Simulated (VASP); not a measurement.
Set up this calculation in VASP 6.6.1, as the native input.

```
Task                   : single point
Functional             : r2SCAN
Potentials or basis    : VASP PAW PBE potentials, release 64 (Al, N, Lu)
Cutoff                 : 520 eV
k mesh                 : 6 × 6 × 6
Occupations            : gaussian, width 0.01 eV
Spin                   : no spin polarisation
Dipole correction      : no
Further INCAR settings : ALGO = Normal; EDIFF = 1e-07; NBANDS = 27
```

LuAlN2:

```xyz
4
Lattice="3.1709 0.0000 0.0000 0.0000 3.1709 0.0000 0.0000 0.0000 4.4783" Properties=species:S:1:pos:R:3 pbc="T T T"
Al    0.0000    0.0000    0.0000
N     0.0000    0.0000    2.2391
N     1.5855    1.5855    0.0000
Lu    1.5855    1.5855    2.2391
```

The input as run:

POSCAR

```
LuAlN2
1.0
    3.1709141824      0.0000000000      0.0000000000
    0.0000000000      3.1709141824      0.0000000000
    0.0000000000      0.0000000000      4.4782944456
Al N Lu
1 2 1
Direct
    0.0000000000      0.0000000000      0.0000000000
    0.0000000000      0.0000000000      0.5000000000
    0.5000000000      0.5000000000      0.0000000000
    0.5000000000      0.5000000000      0.5000000000
```

INCAR.step1

```
PREC     = Accurate       # precision mode
ENCUT    = 520            # plane-wave cutoff, eV
ISMEAR   = 0              # smearing method
SIGMA    = 0.01           # smearing width, eV
LREAL    = F              # projectors in reciprocal space
LASPH    = T              # aspherical terms in the spheres
NELM     = 100            # most SCF steps
NBANDS   = 27             # bands
GGA      = PE             # functional
ALGO     = Normal         # electronic algorithm
EDIFF    = 1E-4           # SCF threshold, eV
LWAVE    = T              # write WAVECAR
LCHARG   = F              # write CHGCAR
```

INCAR.step2

```
PREC     = Accurate       # precision mode
ENCUT    = 520            # plane-wave cutoff, eV
EDIFF    = 1E-7           # SCF threshold, eV
ISMEAR   = 0              # smearing method
SIGMA    = 0.01           # smearing width, eV
LREAL    = F              # projectors in reciprocal space
LASPH    = T              # aspherical terms in the spheres
NELM     = 100            # most SCF steps
ALGO     = Normal         # electronic algorithm
ISIF     = 2              # what is computed and relaxed
LWAVE    = F              # write WAVECAR
LCHARG   = T              # write CHGCAR
METAGGA  = R2SCAN         # meta-GGA
LMIXTAU  = T            
LELF     = T              # ELF
LVHAR    = T            
NBANDS   = 27             # bands
ISTART   = 1
```

KPOINTS

```
Automatic mesh
0
Gamma
  6 6 6
```

Potentials or basis: VASP PAW PBE potentials, release 64 (Al, N, Lu).

Command:

```sh
$ cat potpaw_PBE.64/Al/POTCAR potpaw_PBE.64/N/POTCAR potpaw_PBE.64/Lu/POTCAR > POTCAR
$ cp INCAR.step1 INCAR
$ mpirun -np 1 vasp_std > vasp.out
$ cp INCAR.step2 INCAR
$ mpirun -np 1 vasp_std > vasp.out
```

It gave:

```json
{
  "Pressure": "1.2 GPa",
  "Band gap on the k mesh": "0.97 eV"
}
```

Caveat: the PAW data sets were made with another functional, which shifts forces and pressure a little; spin-orbit coupling is left out, which moves the levels of the heavy elements.

Wall time 5.5 min on 1 thread of Intel Xeon 8259CL, on a shared host, peak memory 0.21 GiB.
